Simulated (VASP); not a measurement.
**Y3NbO2: single point with PBE**

The system is Y3NbO2.

```xyz
6
Lattice="3.7917 0.0000 0.0000 0.0000 3.7917 0.0000 0.0000 0.0000 8.0904" Properties=species:S:1:pos:R:3 pbc="T T T"
Y     1.8958    1.8958    0.0000
Y     0.0000    1.8958    2.8229
Y     1.8958    0.0000    5.2676
Nb    0.0000    0.0000    0.0000
O     0.0000    1.8958    6.5540
O     1.8958    0.0000    1.5365
```

The cell was built from a structure type or drawn by symmetry, and may not be a known phase.

```
Program                : VASP 6.6.1
Task                   : single point
Functional             : PBE
Potentials or basis    : VASP PAW PBE potentials, release 64 (Y_sv, Nb_sv, O)
Cutoff                 : 520 eV
k mesh                 : 6 × 6 × 2
Occupations            : gaussian, width 0.1 eV
Spin                   : no spin polarisation
Dipole correction      : no
Further INCAR settings : ALGO = Normal; EDIFF = 1e-06; NBANDS = 38
```

```
Pressure               : 0.2 GPa
Largest force          : 0.006 eV/Å
Band gap on the k mesh : zero (bands 29 and 30 overlap by 1.05 eV)
```

Forces in eV/Å, atoms in the order of the input:
```
Y    0.000  0.000  0.000
Y    0.000  0.000 -0.006
Y    0.000  0.000  0.006
Nb   0.000  0.000  0.000
O    0.000  0.000  0.000
O    0.000  0.000  0.000
```

Stress tensor (GPa, compression positive):
```
0.24 0.00 0.00
0.00 0.24 0.00
0.00 0.00 0.03
```

Levels at points of the mesh, in eV from the Fermi level:
```tsv
k point	band 25	band 26	band 27	band 28	band 29	band 30	band 31	band 32	band 33	band 34
(0.00, 0.00, 0.00)	-3.02	-2.23	-1.92	-0.94	-0.38	0.30	0.73	0.92	1.40	1.40
(0.50, 0.00, 0.00)	-1.25	-1.15	-0.66	-0.44	0.26	0.74	0.75	1.42	1.78	1.90
(0.50, 0.50, 0.00)	-1.38	-1.38	-0.91	-0.90	-0.04	-0.01	0.66	0.66	1.20	2.95
(0.00, 0.00, 0.50)	-2.37	-2.23	-1.45	-1.20	-0.73	-0.48	0.40	0.65	1.28	1.28
(0.50, 0.00, 0.50)	-1.00	-0.84	-0.73	-0.68	0.58	0.61	0.75	1.18	1.47	1.81
(0.50, 0.50, 0.50)	-1.70	-1.70	-0.92	-0.90	-0.09	0.00	1.26	1.26	1.46	2.43
```

It took 62 s on 1 thread of AMD EPYC 9R45 96-Core Processor (Zen 5), with other jobs on the host, peak memory 0.24 GiB.

Caveat: the k points lie up to 0.39 Å⁻¹ apart, too coarse for converged energies and pressures of a metal.
